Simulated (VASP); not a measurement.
# As (Fd-3m) in VASP: notebook

The runs below take As through single point, with revPBE.

Everything below comes from runs of VASP 6.6.1. Logs are shortened: lines on timing, memory, paths and dates and some standing lists are left out, and cuts for length are marked.

### 1 The cell of the first run

The structure is cubic, space group Fd-3m (No. 227). Conventional cell: a = 6.325 Å, b = 6.325 Å, c = 6.325 Å, α = 90.00°, β = 90.00°, γ = 90.00°. As (site symmetry -43m) has 4 As at 2.74 Å within 3.6 Å.

### 2 Single point, revPBE (volume scaled by 1.08)

File INCAR:

```
ALGO = Normal
EDIFF = 1E-6
ENCUT = 520
GGA = RE
ISIF = 2
ISMEAR = -1
LASPH = True
LCHARG = False
LREAL = False
LWAVE = False
NBANDS = 12
NELM = 80
PREC = Accurate
SIGMA = 0.1
```

File KPOINTS:

```
k-points
0
Gamma
  10 10 10
```

File POSCAR:

```
As
1.0
    0.0000000000      3.1625690108      3.1625690108
    3.1625690108      0.0000000000      3.1625690108
    3.1625690108      3.1625690108      0.0000000000
As
2
Direct
    0.1250000000      0.1250000000      0.1250000000
    0.8750000000      0.8750000000      0.8750000000
```

Potentials or basis: VASP PAW PBE potentials, release 64 (As).

On the command line:

```sh
> cat potpaw_PBE.64/As/POTCAR > POTCAR
> mpirun -np 1 vasp_std > vasp.out
```

OUTCAR:

```text
EDIFF = 1E-6
   ENCUT = 520
   GGA = RE
   ISIF = 2
   ISMEAR = -1
   LASPH = True
   LREAL = False
   NELM = 80
   PREC = Accurate

 ion  position               nearest neighbor table
   1  0.125  0.125  0.125-   2 2.74   2 2.74   2 2.74   2 2.74
   2  0.875  0.875  0.875-   1 2.74   1 2.74   1 2.74   1 2.74

  LATTYP: Found a face centered cubic cell.
 ALAT       =     6.3251380216

  Lattice vectors:

 A1 = (   0.0000000000,   3.1625690108,   3.1625690108)
 A2 = (   3.1625690108,   0.0000000000,   3.1625690108)
 A3 = (   3.1625690108,   3.1625690108,   0.0000000000)

Analysis of symmetry for initial positions (statically):
=====================================================================
 Subroutine PRICEL returns:
 Original cell was already a primitive cell.

 Routine SETGRP: Setting up the symmetry group for a
 face centered cubic supercell.

 Subroutine GETGRP returns: Found 48 space group operations
 (whereof 12 operations were pure point group operations)
 out of a pool of 48 trial point group operations.

The static configuration has the point symmetry D_3d.
 The point group associated with its full space group is O_h .

Analysis of symmetry for dynamics (positions and initial velocities):
=====================================================================
 Subroutine PRICEL returns:
 Original cell was already a primitive cell.

 Routine SETGRP: Setting up the symmetry group for a
 face centered cubic supercell.

 Subroutine GETGRP returns: Found 48 space group operations
 (whereof 12 operations were pure point group operations)
 out of a pool of 48 trial point group operations.

The dynamic configuration has the point symmetry D_3d.
 The point group associated with its full space group is O_h .

 Subroutine INISYM returns: Found 48 space group operations
 (whereof 12 operations are pure point group operations),
 and found     1 'primitive' translations

----------------------------------------------------------------------------------------

                                     Primitive cell

  volume of cell :      63.2630

  direct lattice vectors                    reciprocal lattice vectors
     0.000000000  3.162569011  3.162569011    -0.158099317  0.158099317  0.158099317
     3.162569011  0.000000000  3.162569011     0.158099317 -0.158099317  0.158099317
     3.162569011  3.162569011  0.000000000     0.158099317  0.158099317 -0.158099317

  length of vectors
     4.472547987  4.472547987  4.472547987     0.273836049  0.273836049  0.273836049

  position of ions in fractional coordinates (direct lattice)
     0.125000000  0.125000000  0.125000000
     0.875000000  0.875000000  0.875000000

  ion indices of the primitive-cell ions
   primitive index   ion index
                 1           1
                 2           2

----------------------------------------------------------------------------------------

 KPOINTS: k-points

Automatic generation of k-mesh.
 Grid dimensions read from file:
 generate k-points for:   10   10   10

 Generating k-lattice:

  Cartesian coordinates                     Fractional coordinates (reciprocal lattice)
    -0.015809932  0.015809932  0.015809932     0.100000000  0.000000000  0.000000000
     0.015809932 -0.015809932  0.015809932     0.000000000  0.100000000  0.000000000
     0.015809932  0.015809932 -0.015809932     0.000000000  0.000000000  0.100000000

  Length of vectors
     0.027383605  0.027383605  0.027383605

  Shift w.r.t. Gamma in fractional coordinates (k-lattice)
     0.000000000  0.000000000  0.000000000

 Subroutine IBZKPT returns following result:
 ===========================================

 Found     47 irreducible k-points:

 Following reciprocal coordinates:
            Coordinates               Weight
  0.000000  0.000000  0.000000      1.000000
  0.100000  0.000000  0.000000      8.000000
  0.200000  0.000000  0.000000      8.000000
  0.300000  0.000000  0.000000      8.000000
  0.400000  0.000000  0.000000      8.000000
  0.500000  0.000000  0.000000      4.000000
[... 16 lines left out ...]
  0.300000  0.300000  0.000000      6.000000
  0.400000  0.300000  0.000000     24.000000
 [... further k-points ...]
   k-points           NKPTS =     47   k-points in BZ     NKDIM =     47   number of bands    NBANDS=     12
   number of dos      NEDOS =    301   number of ions     NIONS =      2
   total plane-waves  NPLWV =  46656
   dimension x,y,z NGX =    36 NGY =   36 NGZ =   36
   dimension x,y,z NGXF=    72 NGYF=   72 NGZF=   72
   ions per type =               2
   NGX,Y,Z   is equivalent  to a cutoff of  13.38, 13.38, 13.38 a.u.
   NGXF,Y,Z  is equivalent  to a cutoff of  26.76, 26.76, 26.76 a.u.
 SYSTEM =  unknown system
   PREC   = accura    normal or accurate (medium, high low for compatibility)
   ISTART =      0    job   : 0-new  1-cont  2-samecut
   ICHARG =      2    charge: 1-file 2-atom 10-const
   ISPIN  =      1    spin polarized calculation?
   LNONCOLLINEAR =      F non collinear calculations
   LSORBIT =      F    spin-orbit coupling
   LASPH  =      T    aspherical Exc in radial PAW
   ENCUT  =  520.0 eV  38.22 Ry    6.18 a.u.   8.32  8.32  8.32*2*pi/ulx,y,z
   NELM   =     80;   NELMIN=  2; NELMDL= -5     # of ELM steps
   EDIFF  = 0.1E-05   stopping-criterion for ELM
   LREAL  =      F    real-space projection
   EDIFFG = 0.1E-04   stopping-criterion for IOM
   NSW    =      0    number of steps for IOM
   IBRION =     -1    ionic relax: 0-MD 1-quasi-New 2-CG
   NFREE  =      0    steps in history (QN), initial steepest desc. (CG)
   ISIF   =      2    stress and relaxation
   ISYM   =      2    0-nonsym 1-usesym 2-fastsym
   POTIM  = 0.5000    time-step for ionic-motion
   TEBEG  =    0.0;   TEEND  =   0.0 temperature during run
   PSTRESS=    0.0 pullay stress
   NELECT =      10.0000    total number of electrons
   NUPDOWN=      -1.0000    fix difference up-down
   EMIN   =  10.00;   EMAX   =-10.00  energy-range for DOS
   EFERMI =   0.00;   METHOD = LEGACY
   ISMEAR =    -1;   SIGMA  =   0.10  broadening in eV -4-tet -1-fermi 0-gaus
   EFERMI_NEDOS =   21; number of points for ismear=-14 and -15
   IALGO  =     38    algorithm
   IMIX   =      4    mixing-type and parameters
     AMIX     =   0.40;   BMIX     =  1.00
     AMIX_MAG =   1.60;   BMIX_MAG =  1.00
  volume/ion in A,a.u.               =      31.63       213.46
  Fermi-wavevector in a.u.,A,eV,Ry     =   0.885166  1.672722 10.660426  0.783519
  Thomas-Fermi vector in A             =   2.006163
   LORBIT       =      0    0 simple, 1 ext, 2 COOP (PROOUT), +10 PAW based schemes
   GGA     = RE    functional components
   LHFCALC =     F    Hartree Fock is set to
   AEXX    =    0.0000 exact exchange contribution
   IVDW    =     0    specifies the selected vdW correction
   LEPSILON=     F    determine dielectric tensor
   LRPA    =     F    only Hartree local field effects (RPA)
 non-spin polarized calculation
  energy-cutoff  :      520.00
  volume of cell :       63.26
 maximum number of plane-waves:      1724
 NGX is ok and might be reduce to    36
   NGX = 17   NGY = 17   NGZ = 17

 number of electron      10.0000000 magnetization

 Free energy of the ion-electron system (eV)
  ---------------------------------------------------
  ext. energy  EPLUGINS =         0.00000000
  ---------------------------------------------------
  free energy    TOTEN  =        -8.10757070 eV

  energy without entropy =       -8.07076206  energy(sigma->0) =       -8.08916638

 E-fermi :   2.1885     XC(G=0):  -8.0163

 val. band max:        2.1590661286   @ k =   0.5000   0.4000   0.1000
 cond. band min:       2.2205996966   @ k =   0.2000   0.2000   0.0000
 fundamental gap:      0.0615335680
 Fermi energy:         2.1885292977

 k-point     1 :       0.0000    0.0000    0.0000
  band No.  band energies     occupation
      1     -10.7752      2.00000
      2      -4.3119      2.00000
      3       0.3145      2.00000
      4       0.3145      2.00000
      5       0.3145      2.00000
      6       2.8996      0.00163
      7       2.8996      0.00163
      8       2.8996      0.00163
      9       7.1692      0.00000
     10      10.0418      0.00000
     11      10.0418      0.00000
     12      11.8397      0.00000

 k-point     2 :       0.1000    0.0000    0.0000
  band No.  band energies     occupation
      1     -10.6991      2.00000
      2      -4.5864      2.00000
      3       0.2017      2.00000
      4       0.2017      2.00000
      5       0.3002      2.00000
      6       3.0657      0.00031
      7       3.0657      0.00031
      8       3.0740      0.00029
      9       7.5500      0.00000
     10       9.7180      0.00000
     11       9.7180      0.00000
     12      11.5129      0.00000

 k-point     3 :       0.2000    0.0000    0.0000
  band No.  band energies     occupation
      1     -10.4788      2.00000
      2      -5.2558      2.00000
      3      -0.0429      2.00000
      4      -0.0429      2.00000
      5       0.1615      2.00000
      6       3.4336      0.00001
      7       3.4336      0.00001
      8       3.6961      0.00000
      9       8.3786      0.00000
     10       9.3937      0.00000
     11       9.3937      0.00000
     12      11.1401      0.00000
[... 286 lines left out ...]
 k-point    23 :       0.3000    0.3000    0.0000
  band No.  band energies     occupation
      1      -9.8783      2.00000
      2      -6.4852      2.00000
      3      -1.0029      2.00000
      4      -1.0029      2.00000
      5       1.7923      1.96268
      6       1.8601      1.92776
      7       5.2953      0.00000
      8       5.2953      0.00000
      9       7.6868      0.00000
     10      10.2612      0.00000
     11      11.2944      0.00000
     12      13.9048      0.00000

 k-point    24 :       0.4000    0.3000    0.0000
  band No.  band energies     occupation
      1      -9.5368      2.00000
      2      -7.0302      2.00000
      3      -1.3265      2.00000
      4      -1.1473      2.00000
      5       1.7841      1.96557
      6       2.1343      1.26466
      7       5.6192      0.00000
      8       5.6743      0.00000
      9       8.1316      0.00000
     10      10.3421      0.00000
     11      11.6859      0.00000
     12      13.1558      0.00000

 [... further k-points ...]
[... 5 lines left out ...]
  --------------------------------------------------------------------------------------
  -------------------------------------------------------------------------------------
  Total       -1.1718187     -1.1718187     -1.1718187      0.0000000     -0.0000000      0.0000000
  in kB      -29.6770663    -29.6770663    -29.6770663      0.0000000     -0.0000000      0.0000000
  external PRESSURE =     -29.6770663 kB  Pullay stress =       0.0000000 kB

 VOLUME and BASIS-vectors are now :
 -----------------------------------------------------------------------------
  energy-cutoff  :      520.00
  volume of cell :       63.26
      direct lattice vectors                 reciprocal lattice vectors
     0.000000000  3.162569011  3.162569011    -0.158099317  0.158099317  0.158099317
     3.162569011  0.000000000  3.162569011     0.158099317 -0.158099317  0.158099317
     3.162569011  3.162569011  0.000000000     0.158099317  0.158099317 -0.158099317

 POSITION                                       TOTAL-FORCE (eV/Angst)
 -----------------------------------------------------------------------------------
      0.79064      0.79064      0.79064         0.000000      0.000000     -0.000000
      5.53450      5.53450      5.53450        -0.000000     -0.000000      0.000000
 -----------------------------------------------------------------------------------
    total drift:                                0.000000      0.000000      0.000000

  FREE ENERGIE OF THE ION-ELECTRON SYSTEM (eV)
  ---------------------------------------------------
  free  energy   TOTEN  =        -8.1075707014 eV

  energy  without entropy=       -8.0707620645  energy(sigma->0) =       -8.08916638
```

Wall time 40 s (1 thread of Intel Xeon Platinum 8259CL at 2.50GHz (Skylake/Cascade Lake), shared host); peak memory 0.2 GiB.

Results:

- Free energy: -8.1076 eV
- Pressure: -3.0 GPa
- Band gap on the k mesh: zero (band 5 reaches 2.84 eV, above the bottom of band 6 at 1.74 eV)

Levels at points of the mesh, in eV from the Fermi level:
```
           k point  band 1  band 2  band 3  band 4  band 5  band 6  band 7  band 8  band 9  band 10
(0.00, 0.00, 0.00)  -12.96   -6.50   -1.87   -1.87   -1.87    0.71    0.71    0.71    4.98     7.85
(0.50, 0.00, 0.00)  -11.80   -9.22   -2.69   -2.69   -2.52    1.86    1.86    4.17    7.12     7.59
(0.50, 0.50, 0.00)  -10.59  -10.59   -3.61   -3.61   -0.45   -0.45    4.45    4.45    7.17     7.17
```

Caveat: the cell differs from its parent crystal (volume scaled by 1.08); the PAW data sets were made with another functional, which shifts forces and pressure a little.

### 3 Single point, revPBE (volume scaled by 1.12)

File INCAR:

```
ALGO     = Normal         # electronic algorithm
EDIFF    = 1E-6           # SCF threshold, eV
ENCUT    = 520            # plane-wave cutoff, eV
GGA      = RE             # functional
ISIF     = 2              # what is computed and relaxed
ISMEAR   = -1             # smearing method
LASPH    = True           # aspherical terms in the spheres
LCHARG   = False          # write CHGCAR
LREAL    = False          # projectors in reciprocal space
LWAVE    = False          # write WAVECAR
NBANDS   = 12             # bands
NELM     = 60             # most SCF steps
PREC     = Accurate       # precision mode
SIGMA    = 0.1            # smearing width, eV
```

KPOINTS is that of step 2.

File POSCAR:

```
As
1.0
    0.0000000000      3.2011407270      3.2011407270
    3.2011407270      0.0000000000      3.2011407270
    3.2011407270      3.2011407270      0.0000000000
As
2
Direct
    0.1250000000      0.1250000000      0.1250000000
    0.8750000000      0.8750000000      0.8750000000
```

Potentials or basis: VASP PAW PBE potentials, release 64 (As).

On the command line:

```sh
> cat potpaw_PBE.64/As/POTCAR > POTCAR
> mpirun -np 1 vasp_std > vasp.out
```

Wall time 51 s (1 thread of Intel Xeon Platinum 8259CL at 2.50GHz (Skylake/Cascade Lake), shared host); peak memory 0.21 GiB.

Results (log left out):

| Quantity | Value |
| --- | --- |
| Free energy | -8.0562 eV |
| Pressure | -4.0 GPa |
| Band gap on the k mesh | zero (band 5 reaches 2.52 eV, above the bottom of band 6 at 1.51 eV) |

Levels at points of the mesh, in eV from the Fermi level:
```csv
k point,band 1,band 2,band 3,band 4,band 5,band 6,band 7,band 8,band 9,band 10
"(0.00, 0.00, 0.00)",-12.75,-6.67,-1.80,-1.80,-1.80,0.73,0.73,0.73,4.97,7.84
"(0.50, 0.00, 0.00)",-11.64,-9.16,-2.59,-2.59,-2.47,1.84,1.84,3.96,7.11,7.53
"(0.50, 0.50, 0.00)",-10.49,-10.49,-3.47,-3.47,-0.41,-0.41,4.27,4.27,7.06,7.06
```

Caveat: the cell differs from its parent crystal (volume scaled by 1.12); the PAW data sets were made with another functional, which shifts forces and pressure a little.

### 4 Single point, revPBE

This run uses another cell than the first one, of 29.29 Å³/atom, 0.926 times its volume.

File INCAR:

```
SYSTEM = As
ALGO = Normal
EDIFF = 1E-6
ENCUT = 520
GGA = RE
ISIF = 2
ISMEAR = -1
LASPH = .True.
LCHARG = .False.
LREAL = .False.
LWAVE = .False.
NBANDS = 12
NELM = 60
PREC = Accurate
SIGMA = 0.1
```

File KPOINTS:

```
k-points
0
Gamma
  15 15 15
  0 0 0
```

File POSCAR:

```
As
1.0
    0.0000000000      3.0824692953      3.0824692953
    3.0824692953      0.0000000000      3.0824692953
    3.0824692953      3.0824692953      0.0000000000
As
2
Direct
    0.1250000000      0.1250000000      0.1250000000
    0.8750000000      0.8750000000      0.8750000000
```

Potentials or basis: VASP PAW PBE potentials, release 64 (As).

On the command line:

```sh
> cat potpaw_PBE.64/As/POTCAR > POTCAR
> mpirun -np 1 vasp_std > vasp.out
```

OUTCAR:

```text
SYSTEM = As
   EDIFF = 1E-6
   ENCUT = 520
   GGA = RE
   ISIF = 2
   ISMEAR = -1
   LASPH = .True.
   LREAL = .False.
   NELM = 60
   PREC = Accurate

 ion  position               nearest neighbor table
   1  0.125  0.125  0.125-   2 2.67   2 2.67   2 2.67   2 2.67
   2  0.875  0.875  0.875-   1 2.67   1 2.67   1 2.67   1 2.67

  LATTYP: Found a face centered cubic cell.
 ALAT       =     6.1649385906

  Lattice vectors:

 A1 = (   0.0000000000,   3.0824692953,   3.0824692953)
 A2 = (   3.0824692953,   0.0000000000,   3.0824692953)
 A3 = (   3.0824692953,   3.0824692953,   0.0000000000)

[... 539 lines left out ...]
      9       8.9263      0.00000
     10       9.2417      0.00000
     11      10.9407      0.00000
     12      12.8336      0.00000

 [... further k-points ...]
[... 5 lines left out ...]
  --------------------------------------------------------------------------------------
  -------------------------------------------------------------------------------------
  Total       -0.0275342     -0.0275342     -0.0275342     -0.0000000     -0.0000000      0.0000000
  in kB       -0.7531084     -0.7531084     -0.7531084     -0.0000000     -0.0000000      0.0000000
  external PRESSURE =      -0.7531084 kB  Pullay stress =       0.0000000 kB

 VOLUME and BASIS-vectors are now :
 -----------------------------------------------------------------------------
  energy-cutoff  :      520.00
  volume of cell :       58.58
      direct lattice vectors                 reciprocal lattice vectors
     0.000000000  3.082469295  3.082469295    -0.162207617  0.162207617  0.162207617
     3.082469295  0.000000000  3.082469295     0.162207617 -0.162207617  0.162207617
     3.082469295  3.082469295  0.000000000     0.162207617  0.162207617 -0.162207617

 POSITION                                       TOTAL-FORCE (eV/Angst)
 -----------------------------------------------------------------------------------
      0.77062      0.77062      0.77062        -0.000000      0.000000      0.000000
      5.39432      5.39432      5.39432         0.000000     -0.000000     -0.000000
 -----------------------------------------------------------------------------------
    total drift:                                0.000000      0.000000     -0.000000

  FREE ENERGIE OF THE ION-ELECTRON SYSTEM (eV)
  ---------------------------------------------------
  free  energy   TOTEN  =        -8.1558525153 eV

  energy  without entropy=       -8.1229931100  energy(sigma->0) =       -8.13942281
```

stdout:

```text
POSCAR found type information on POSCAR As
 POSCAR found :  1 types and       2 ions
 scaLAPACK will be used
 -----------------------------------------------------------------------------
|                                                                             |
|                                                                             |
|     You enforced a specific xc type in the INCAR file but a different       |
|     I HOPE YOU KNOW WHAT YOU ARE DOING!                                     |
|                                                                             |
 -----------------------------------------------------------------------------

 LDA part: xc-table for (Slater+PW92), standard interpolation
 POSCAR, INCAR and KPOINTS ok, starting setup
 FFT: planning ... GRIDC
 FFT: planning ... GRID_SOFT
 FFT: planning ... GRID
 WAVECAR not read
 entering main loop
```

Wall time 53 s (1 thread of Intel Xeon Platinum 8259CL at 2.50GHz (Skylake/Cascade Lake), shared host); peak memory 0.21 GiB.

Results:

- Free energy: -8.1559 eV
- Pressure: -0.1 GPa
- Band gap on the k mesh: zero (band 5 reaches 3.44 eV, above the bottom of band 6 at 2.31 eV)

Levels at points of the mesh, in eV from the Fermi level:
| k point | band 1 | band 2 | band 3 | band 4 | band 5 | band 6 | band 7 | band 8 | band 9 | band 10 |
| --- | --- | --- | --- | --- | --- | --- | --- | --- | --- | --- |
| (0.00, 0.00, 0.00) | -13.50 | -6.16 | -2.08 | -2.08 | -2.08 | 0.62 | 0.62 | 0.62 | 4.96 | 7.83 |

Caveat: the PAW data sets were made with another functional, which shifts forces and pressure a little.

### 5 Overview

| cell | k mesh | gap on the mesh (eV) | pressure (GPa) |
| --- | --- | --- | --- |
| a = 4.473 Å, angles 60.0°, 2 atoms | 10 × 10 × 10 | none | -3.0 |
| a = 4.527 Å, angles 60.0°, 2 atoms | 10 × 10 × 10 | none | -4.0 |
| a = 4.359 Å, angles 60.0°, 2 atoms | 15 × 15 × 15 | none | -0.1 |

Alike in all rows: task single point; level revPBE; potentials or basis VASP PAW PBE potentials, release 64 (As); no spin polarisation; cutoff (eV) 520; smearing fermi-dirac 0.1 eV.

Caveats: the PAW data sets were made with another functional, which shifts forces and pressure a little.

Total energies depend on the potentials used, so only differences within one code and one set of settings carry meaning.
